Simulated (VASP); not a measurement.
Input of a VASP 6.6.1 run:

Contents of INCAR:

```
SYSTEM = Te2Mo
ALGO = Normal ; EDIFF = 1E-6
ENCUT = 520 ; GGA = PE
ISIF = 2 ; ISMEAR = 0
LASPH = .True. ; LCHARG = .False.
LREAL = .False. ; LWAVE = .False.
NBANDS = 35 ; NELM = 80
PREC = Accurate ; SIGMA = 0.05
```

The input KPOINTS:

```
k-points
0
Gamma
  9 9 2
  0 0 0
```

POSCAR

```
Te2Mo
1.0
   -1.7785332447     -3.0805099428      0.0000000000
    1.7785332447     -3.0805099428      0.0000000000
    0.0000000000     -0.5132129565     15.2047171722
Te Mo
4 2
Direct
    0.6557465079      0.6557465079      0.1310943429
    0.2807631746      0.2807631746      0.6310943429
    0.6359368254      0.6359368254      0.3689056571
    0.2609534921      0.2609534921      0.8689056571
    0.6041916667      0.6041916667      0.7500000000
    0.3125083333      0.3125083333      0.2500000000
```

Potentials or basis: VASP PAW PBE potentials, release 64 (Te, Mo_sv).

Command:

```console
$ cat potpaw_PBE.64/Te/POTCAR potpaw_PBE.64/Mo_sv/POTCAR > POTCAR
$ mpirun -np 1 vasp_std > vasp.out
```

What does it give for the band gap on the k mesh?

1.03 eV.

Predict the largest force.

0.012 eV/Å.

What does it give for the pressure?

0.0 GPa.

Forces on the atoms (eV/Å):
```
Te   0.000  0.009 -0.001
Te   0.000  0.001 -0.012
Te   0.000 -0.001  0.012
Te   0.000 -0.009  0.001
Mo   0.000 -0.007 -0.001
Mo   0.000  0.007  0.001
```

Caveat: the cell differs from its parent crystal (the part above a cut slid along it); spin-orbit coupling is left out, which moves the levels of the heavy elements; this functional lacks dispersion, which binds layers or chains, so the pressure and a relaxed spacing across them are unreliable. A k mesh can miss the band edges.
